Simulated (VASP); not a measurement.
# Si2Ni (Fm-3m) in VASP: notebook

The runs below take Si2Ni through single point, with PBE.

Program: VASP 6.6.1. These are calculated values, not measurements. Logs are shortened: lines on timing, memory, paths and dates and some standing lists are left out, and cuts for length are marked.

## 1. The cell of the first run

It takes space group Fm-3m (No. 225, cubic). The conventional cell has a = 5.098 Å, b = 5.098 Å, c = 5.098 Å, α = 90.00°, β = 90.00°, γ = 90.00°. Si (site symmetry -43m) has 4 Ni at 2.21 Å and 6 Si at 2.55 Å within 2.9 Å. Ni (site symmetry m-3m) has 8 Si at 2.21 Å within 2.9 Å.

## 2. Single point, PBE, collinear spin, ferromagnetic start (11.04 Å³/atom)

File INCAR:

```
SYSTEM = Si2Ni
  ALGO = Normal
  EDIFF = 1E-6
  ENCUT = 520
  GGA = PE
  ISIF = 2
  ISMEAR = 0
  ISPIN = 2
  LASPH = .TRUE.
  LCHARG = .FALSE.
  LMAXMIX = 4
  LORBIT = 11
  LREAL = .FALSE.
  LWAVE = .FALSE.
  MAGMOM = 0 0 0.25
  NBANDS = 20
  NELM = 150
  NUPDOWN = 0.25
  PREC = Accurate
  SIGMA = 0.15
```

File KPOINTS:

```
k-points
0
G
  14 14 14
  0 0 0
```

File POSCAR:

```
Si2Ni
1.0
    0.0000000000      2.5488268344      2.5488268344
    2.5488268344      0.0000000000      2.5488268344
    2.5488268344      2.5488268344      0.0000000000
Si Ni
2 1
Direct
    0.2500000000      0.2500000000      0.2500000000
    0.7500000000      0.7500000000      0.7500000000
    0.0000000000      0.0000000000      0.0000000000
```

Potentials or basis: VASP PAW PBE potentials, release 64 (Si, Ni).

On the command line:

```
cat potpaw_PBE.64/Si/POTCAR potpaw_PBE.64/Ni/POTCAR > POTCAR
mpirun -np 1 vasp_std > vasp.out
```

OUTCAR:

```text
SYSTEM = Si2Ni
   EDIFF = 1E-6
   ENCUT = 520
   GGA = PE
   ISIF = 2
   ISMEAR = 0
   ISPIN = 2
   LASPH = .TRUE.
   LORBIT = 11
   LREAL = .FALSE.
   NELM = 150
   NUPDOWN = 0.25
   PREC = Accurate

 ion  position               nearest neighbor table
   1  0.250  0.250  0.250-   3 2.21   3 2.21   3 2.21   3 2.21   2 2.55   2 2.55   2 2.55   2 2.55
                             2 2.55   2 2.55
   2  0.750  0.750  0.750-   3 2.21   3 2.21   3 2.21   3 2.21   1 2.55   1 2.55   1 2.55   1 2.55
                             1 2.55   1 2.55
   3  0.000  0.000  0.000-   2 2.21   2 2.21   2 2.21   1 2.21   2 2.21   1 2.21   1 2.21   1 2.21

  LATTYP: Found a face centered cubic cell.
 ALAT       =     5.0976536688

  Lattice vectors:

 A1 = (   0.0000000000,   2.5488268344,   2.5488268344)
 A2 = (   2.5488268344,   0.0000000000,   2.5488268344)
 A3 = (   2.5488268344,   2.5488268344,   0.0000000000)

Analysis of symmetry for initial positions (statically):
=====================================================================
 Subroutine PRICEL returns:
 Original cell was already a primitive cell.

 Routine SETGRP: Setting up the symmetry group for a
 face centered cubic supercell.

 Subroutine GETGRP returns: Found 48 space group operations
 (whereof 48 operations were pure point group operations)
 out of a pool of 48 trial point group operations.

The static configuration has the point symmetry O_h .

Analysis of symmetry for dynamics (positions and initial velocities):
=====================================================================
 Subroutine PRICEL returns:
 Original cell was already a primitive cell.

 Routine SETGRP: Setting up the symmetry group for a
 face centered cubic supercell.

 Subroutine GETGRP returns: Found 48 space group operations
 (whereof 48 operations were pure point group operations)
 out of a pool of 48 trial point group operations.

The dynamic configuration has the point symmetry O_h .

Analysis of structural, dynamic, and magnetic symmetry:
=====================================================================
 Subroutine PRICEL returns:
 Original cell was already a primitive cell.

 Routine SETGRP: Setting up the symmetry group for a
 face centered cubic supercell.

 Subroutine GETGRP returns: Found 48 space group operations
 (whereof 48 operations were pure point group operations)
 out of a pool of 48 trial point group operations.

The overall configuration has the point symmetry O_h .

 Subroutine INISYM returns: Found 48 space group operations
 (whereof 48 operations are pure point group operations),
 and found     1 'primitive' translations

[... 121 lines left out ...]
   GGA     = PE    functional components
   LHFCALC =     F    Hartree Fock is set to
   AEXX    =    0.0000 exact exchange contribution
   IVDW    =     0    specifies the selected vdW correction
   LEPSILON=     F    determine dielectric tensor
   LRPA    =     F    only Hartree local field effects (RPA)
 spin polarized calculation
 Gauss-broadening in eV      SIGMA  =   0.15
  energy-cutoff  :      520.00
  volume of cell :       33.12
 maximum number of plane-waves:       911
   NGX = 13   NGY = 13   NGZ = 13

 number of electron      17.9999994 magnetization       0.2500000

 Free energy of the ion-electron system (eV)
  ---------------------------------------------------
  ext. energy  EPLUGINS =         0.00000000
  ---------------------------------------------------
  free energy    TOTEN  =       -16.49264720 eV

  energy without entropy =      -16.48563851  energy(sigma->0) =      -16.48914285

 E-fermi :  13.0345     XC(G=0): -12.4194

 val. band max:       13.6605217628   @ k =   0.1429   0.1429   0.0000
 cond. band min:      13.0602620584   @ k =   0.2143   0.1429   0.0000
 fundamental gap:     -0.6002597044
 Fermi energy:        13.6851016983

 spin component 1

 k-point     1 :       0.0000    0.0000    0.0000
  band No.  band energies     occupation
      1      -2.4024      1.00000
      2       6.7404      1.00000
      3       6.7404      1.00000
      4       6.7404      1.00000
      5       8.6181      1.00000
      6       8.6181      1.00000
[... 541 lines left out ...]
     19      27.5937      0.00000
     20      29.9986      0.00000

 [... further k-points ...]

 spin component 2

 k-point     1 :       0.0000    0.0000    0.0000
  band No.  band energies     occupation
      1      -2.3370      1.00000
      2       6.8535      1.00000
      3       6.8535      1.00000
      4       6.8535      1.00000
      5       8.7003      1.00000
      6       8.7003      1.00000
[... 541 lines left out ...]
     19      27.6664      0.00000
     20      30.0767      0.00000

 [... further k-points ...]

------------------------ aborting loop because EDIFF is reached ----------------------------------------

  FORCE on cell =-STRESS in cart. coord.  units (eV):
  Direction    XX          YY          ZZ          XY          YZ          ZX
  --------------------------------------------------------------------------------------
  -------------------------------------------------------------------------------------
  Total        9.4207925      9.4207925      9.4207925      0.0000000      0.0000000     -0.0000000
  in kB      455.7713626    455.7713626    455.7713626      0.0000000      0.0000000     -0.0000000
  external PRESSURE =     455.7713626 kB  Pullay stress =       0.0000000 kB

 VOLUME and BASIS-vectors are now :
 -----------------------------------------------------------------------------
  energy-cutoff  :      520.00
  volume of cell :       33.12
      direct lattice vectors                 reciprocal lattice vectors
     0.000000000  2.548826834  2.548826834    -0.196168682  0.196168682  0.196168682
     2.548826834  0.000000000  2.548826834     0.196168682 -0.196168682  0.196168682
     2.548826834  2.548826834  0.000000000     0.196168682  0.196168682 -0.196168682

 POSITION                                       TOTAL-FORCE (eV/Angst)
 -----------------------------------------------------------------------------------
      1.27441      1.27441      1.27441        -0.000000     -0.000000     -0.000000
      3.82324      3.82324      3.82324         0.000000      0.000000      0.000000
      0.00000      0.00000      0.00000        -0.000000      0.000000     -0.000000
 -----------------------------------------------------------------------------------
    total drift:                               -0.000000     -0.000000      0.000000

  FREE ENERGIE OF THE ION-ELECTRON SYSTEM (eV)
  ---------------------------------------------------
  free  energy   TOTEN  =       -16.4926471978 eV

  energy  without entropy=      -16.4856385063  energy(sigma->0) =      -16.48914285

 total charge

# of ion       s       p       d       tot
------------------------------------------
    1        0.727   0.978   0.000   1.705
    2        0.727   0.978   0.000   1.705
    3        0.663   1.086   8.579  10.328
--------------------------------------------------
tot          2.116   3.042   8.579  13.737

 magnetization (x)

# of ion       s       p       d       tot
------------------------------------------
    1        0.021   0.011   0.000   0.032
    2        0.021   0.011   0.000   0.032
    3        0.001   0.013   0.115   0.128
--------------------------------------------------
tot          0.043   0.035   0.115   0.193
```

OSZICAR:

```text
N       E                     dE             d eps       ncg     rms          rms(c)
DAV:   1     0.799774156039E+02    0.79977E+02   -0.72722E+03  8472   0.930E+02
DAV:   2    -0.132698767511E+02   -0.93247E+02   -0.83279E+02  8772   0.211E+02
DAV:   3    -0.186010314756E+02   -0.53312E+01   -0.51984E+01 10028   0.515E+01
DAV:   4    -0.186803771051E+02   -0.79346E-01   -0.79183E-01  9700   0.570E+00
DAV:   5    -0.186818670767E+02   -0.14900E-02   -0.14898E-02  9932   0.848E-01    0.186E+01
DAV:   6    -0.214302188546E+02   -0.27484E+01   -0.25361E+01  9324   0.113E+02    0.205E+01
DAV:   7    -0.165655784909E+02    0.48646E+01   -0.75226E+00 10192   0.726E+01    0.385E+00
DAV:   8    -0.165466178011E+02    0.18961E-01   -0.63196E-01 11152   0.981E+00    0.277E+00
DAV:   9    -0.164923864299E+02    0.54231E-01   -0.12970E-01 10072   0.720E+00    0.514E-01
DAV:  10    -0.164925101764E+02   -0.12375E-03   -0.48391E-03 11116   0.796E-01    0.264E-01
DAV:  11    -0.164926520241E+02   -0.14185E-03   -0.47455E-04 10316   0.292E-01    0.999E-02
DAV:  12    -0.164926415788E+02    0.10445E-04   -0.71806E-05 11228   0.137E-01    0.183E-02
DAV:  13    -0.164926462480E+02   -0.46693E-05   -0.49477E-06  9672   0.214E-02    0.895E-03
DAV:  14    -0.164926471978E+02   -0.94974E-06   -0.10229E-06  8916   0.131E-02
   1 F= -.16492647E+02 E0= -.16489143E+02  d E =-.700869E-02  mag=     0.2500
```

stdout:

```text
POSCAR found type information on POSCAR SiNi
 POSCAR found :  2 types and       3 ions
 scaLAPACK will be used
 LDA part: xc-table for (Slater+PW92), standard interpolation
 POSCAR, INCAR and KPOINTS ok, starting setup
 FFT: planning ... GRIDC
 FFT: planning ... GRID_SOFT
 FFT: planning ... GRID
 WAVECAR not read
 entering main loop
```

Run time: 3 min. Hardware: 1 thread of Intel Xeon Platinum 8259CL at 2.50GHz (Skylake/Cascade Lake), shared host; peak memory 0.24 GiB.

What came out:

| Property | Result |
| --- | --- |
| Free energy | -16.4926 eV |
| Pressure | 45.6 GPa |
| Net moment | 0.25 μB per cell |
| Site moments | Si +0.03; Ni +0.13 μB |
| Valence electrons inside the program's atomic spheres | Si 1.71; Ni 10.33 |

Caveat: the cell stands under pressure; the total moment is fixed, so each spin has its own Fermi level.

## 3. Single point, PBE, collinear spin, ferromagnetic start (12.66 Å³/atom)

This run uses another cell than the first one, of 12.66 Å³/atom.

File INCAR:

```
SYSTEM = Si2Ni
PREC     = Accurate       ! precision mode
ENCUT    = 520            ! plane-wave cutoff, eV
EDIFF    = 1E-7           ! SCF threshold, eV
ISMEAR   = 0              ! smearing method
SIGMA    = 0.15           ! smearing width, eV
LREAL    = .FALSE.        ! projectors in reciprocal space
LASPH    = .TRUE.         ! aspherical terms in the spheres
NELM     = 150            ! most SCF steps
ALGO     = Normal         ! electronic algorithm
ISIF     = 2              ! what is computed and relaxed
LWAVE    = .FALSE.        ! write WAVECAR
LCHARG   = .FALSE.        ! write CHGCAR
ISPIN    = 2              ! spin polarisation
MAGMOM   = 0 0 0.375      ! initial moments
LORBIT   = 11             ! projections on sites
NUPDOWN  = 0.375          ! fixed moment
LMAXMIX  = 4              ! l up to which the mixer works
GGA      = PE             ! functional
NBANDS   = 20             ! bands
```

File KPOINTS:

```
Automatic mesh
0
G
  14 14 14
  0 0 0
```

File POSCAR:

```
Si2Ni
1.0
    0.0000000000      2.6675821510      2.6675821510
    2.6675821510      0.0000000000      2.6675821510
    2.6675821510      2.6675821510      0.0000000000
Si Ni
2 1
Direct
    0.2500000000      0.2500000000      0.2500000000
    0.7500000000      0.7500000000      0.7500000000
    0.0000000000      0.0000000000      0.0000000000
```

Potentials or basis: VASP PAW PBE potentials, release 64 (Si, Ni).

On the command line:

```
cat potpaw_PBE.64/Si/POTCAR potpaw_PBE.64/Ni/POTCAR > POTCAR
mpirun -np 1 vasp_std > vasp.out
```

Run time: 64 s. Hardware: 1 thread of Intel Xeon 6975P-C (Granite Rapids), shared host; peak memory 0.25 GiB.

The run converged. Its results:

```
Free energy                                           : -17.2327 eV
Pressure                                              : 10.5 GPa
Net moment                                            : 0.38 μB per cell
Site moments                                          : Si +0.05; Ni +0.19 μB
Valence electrons inside the program's atomic spheres : Si 1.61; Ni 9.91
```

Caveat: the cell stands under pressure; the total moment is fixed, so each spin has its own Fermi level.

## 4. Single point, PBE, collinear spin, ferromagnetic start (13.46 Å³/atom)

This run uses another cell than the first one, of 13.46 Å³/atom.

File INCAR:

```
SYSTEM = Si2Ni
ALGO = Normal
EDIFF = 1E-6
ENCUT = 520
GGA = PE
ISIF = 2
ISMEAR = 0
ISPIN = 2
LASPH = .TRUE.
LCHARG = .FALSE.
LMAXMIX = 4
LORBIT = 11
LREAL = .FALSE.
LWAVE = .FALSE.
MAGMOM = 0 0 1
NBANDS = 20
NELM = 150
NUPDOWN = 1.0
PREC = Accurate
SIGMA = 0.15
```

File KPOINTS:

```
k-points
0
G
  14 14 14
  0 0 0
```

File POSCAR:

```
Si2Ni
1.0
    0.0000000000      2.7231673631      2.7231673631
    2.7231673631      0.0000000000      2.7231673631
    2.7231673631      2.7231673631      0.0000000000
Si Ni
2 1
Direct
    0.2500000000      0.2500000000      0.2500000000
    0.7500000000      0.7500000000      0.7500000000
    0.0000000000      0.0000000000      0.0000000000
```

Potentials or basis: VASP PAW PBE potentials, release 64 (Si, Ni).

On the command line:

```
cat potpaw_PBE.64/Si/POTCAR potpaw_PBE.64/Ni/POTCAR > POTCAR
mpirun -np 1 vasp_std > vasp.out
```

OUTCAR:

```text
SYSTEM = Si2Ni
   EDIFF = 1E-6
   ENCUT = 520
   GGA = PE
   ISIF = 2
   ISMEAR = 0
   ISPIN = 2
   LASPH = .TRUE.
   LORBIT = 11
   LREAL = .FALSE.
   NELM = 150
   NUPDOWN = 1.0
   PREC = Accurate

 ion  position               nearest neighbor table
   1  0.250  0.250  0.250-   3 2.36   3 2.36   3 2.36   3 2.36   2 2.72   2 2.72   2 2.72   2 2.72
                             2 2.72   2 2.72
   2  0.750  0.750  0.750-   3 2.36   3 2.36   3 2.36   3 2.36   1 2.72   1 2.72   1 2.72   1 2.72
                             1 2.72   1 2.72
   3  0.000  0.000  0.000-   2 2.36   2 2.36   2 2.36   1 2.36   2 2.36   1 2.36   1 2.36   1 2.36

  LATTYP: Found a face centered cubic cell.
 ALAT       =     5.4463347262

  Lattice vectors:

 A1 = (   0.0000000000,   2.7231673631,   2.7231673631)
 A2 = (   2.7231673631,   0.0000000000,   2.7231673631)
 A3 = (   2.7231673631,   2.7231673631,   0.0000000000)

Analysis of symmetry for initial positions (statically):
[... 1309 lines left out ...]
------------------------ aborting loop because EDIFF is reached ----------------------------------------

  FORCE on cell =-STRESS in cart. coord.  units (eV):
  Direction    XX          YY          ZZ          XY          YZ          ZX
  --------------------------------------------------------------------------------------
  -------------------------------------------------------------------------------------
  Total        0.8769617      0.8769617      0.8769617      0.0000000      0.0000000     -0.0000000
  in kB       34.7887003     34.7887003     34.7887003      0.0000000      0.0000000     -0.0000000
  external PRESSURE =      34.7887003 kB  Pullay stress =       0.0000000 kB

 VOLUME and BASIS-vectors are now :
 -----------------------------------------------------------------------------
  energy-cutoff  :      520.00
  volume of cell :       40.39
      direct lattice vectors                 reciprocal lattice vectors
     0.000000000  2.723167363  2.723167363    -0.183609721  0.183609721  0.183609721
     2.723167363  0.000000000  2.723167363     0.183609721 -0.183609721  0.183609721
     2.723167363  2.723167363  0.000000000     0.183609721  0.183609721 -0.183609721

 POSITION                                       TOTAL-FORCE (eV/Angst)
 -----------------------------------------------------------------------------------
      1.36158      1.36158      1.36158         0.000000      0.000000      0.000000
      4.08475      4.08475      4.08475        -0.000000     -0.000000     -0.000000
      0.00000      0.00000      0.00000        -0.000000     -0.000000      0.000000
 -----------------------------------------------------------------------------------
    total drift:                                0.000000     -0.000000     -0.000000

  FREE ENERGIE OF THE ION-ELECTRON SYSTEM (eV)
  ---------------------------------------------------
  free  energy   TOTEN  =       -16.8788276730 eV

  energy  without entropy=      -16.8648153034  energy(sigma->0) =      -16.87182149

 total charge

# of ion       s       p       d       tot
------------------------------------------
    1        0.760   0.823   0.000   1.584
    2        0.760   0.823   0.000   1.584
    3        0.550   0.737   8.448   9.735
--------------------------------------------------
tot          2.071   2.384   8.448  12.902

 magnetization (x)

# of ion       s       p       d       tot
------------------------------------------
    1        0.064   0.064   0.000   0.128
    2        0.064   0.064   0.000   0.128
    3        0.005   0.064   0.384   0.453
--------------------------------------------------
tot          0.132   0.192   0.384   0.709
```

OSZICAR:

```text
N       E                     dE             d eps       ncg     rms          rms(c)
DAV:   1     0.735378684460E+02    0.73538E+02   -0.71169E+03  8432   0.885E+02
DAV:   2    -0.137709536501E+02   -0.87309E+02   -0.77996E+02  8768   0.198E+02
DAV:   3    -0.187253510132E+02   -0.49544E+01   -0.47899E+01 10092   0.488E+01
DAV:   4    -0.188028747255E+02   -0.77524E-01   -0.77355E-01  9624   0.550E+00
DAV:   5    -0.188045459250E+02   -0.16712E-02   -0.16710E-02 10140   0.892E-01    0.164E+01
DAV:   6    -0.236916695306E+02   -0.48871E+01   -0.33479E+01  9508   0.118E+02    0.257E+01
DAV:   7    -0.170416549867E+02    0.66500E+01   -0.96646E+00 10640   0.724E+01    0.384E+00
DAV:   8    -0.169144945513E+02    0.12716E+00   -0.12346E+00 11092   0.166E+01    0.254E+00
DAV:   9    -0.168789873298E+02    0.35507E-01   -0.19888E-01 10796   0.625E+00    0.639E-01
DAV:  10    -0.168789237792E+02    0.63551E-04   -0.50377E-03 10676   0.635E-01    0.332E-01
DAV:  11    -0.168787972956E+02    0.12648E-03   -0.94483E-04 10816   0.545E-01    0.159E-01
DAV:  12    -0.168788239698E+02   -0.26674E-04   -0.27469E-04  9900   0.238E-01    0.272E-02
DAV:  13    -0.168788275855E+02   -0.36157E-05   -0.18450E-05 10332   0.379E-02    0.148E-02
DAV:  14    -0.168788276730E+02   -0.87542E-07   -0.53984E-06  9444   0.352E-02
   1 F= -.16878828E+02 E0= -.16871821E+02  d E =-.140124E-01  mag=     1.0000
```

stdout:

```text
POSCAR found type information on POSCAR SiNi
 POSCAR found :  2 types and       3 ions
 scaLAPACK will be used
 LDA part: xc-table for (Slater+PW92), standard interpolation
 POSCAR, INCAR and KPOINTS ok, starting setup
 FFT: planning ... GRIDC
 FFT: planning ... GRID_SOFT
 FFT: planning ... GRID
 WAVECAR not read
 entering main loop
```

Wall time 74 s (1 thread of Intel Xeon 6975P-C (Granite Rapids), shared host); peak memory 0.27 GiB.

What came out:

```
Free energy                                           : -16.8788 eV
Pressure                                              : 3.5 GPa
Net moment                                            : 1.00 μB per cell
Site moments                                          : Si +0.13; Ni +0.45 μB
Valence electrons inside the program's atomic spheres : Si 1.58; Ni 9.73
```

Caveat: the cell stands under pressure; the total moment is fixed, so each spin has its own Fermi level.

## 5. Overview

```csv
fixed moment (μB),cell,pressure (GPa),moment (μB)
0.25,"a = 3.605 Å, angles 60.0°, 3 atoms",45.6,0.25
0.375,"a = 3.773 Å, angles 60.0°, 3 atoms",10.5,0.38
1.0,"a = 3.851 Å, angles 60.0°, 3 atoms",3.5,1.00
```

Alike in all rows: task single point; level PBE; potentials or basis VASP PAW PBE potentials, release 64 (Si, Ni); spin collinear, ferromagnetic start; k mesh 14 × 14 × 14; cutoff (eV) 520; smearing gaussian 0.15 eV.

Caveats: the cell stands under pressure; the total moment is fixed, so each spin has its own Fermi level.

Absolute energies hang on the potentials; compare differences alone.
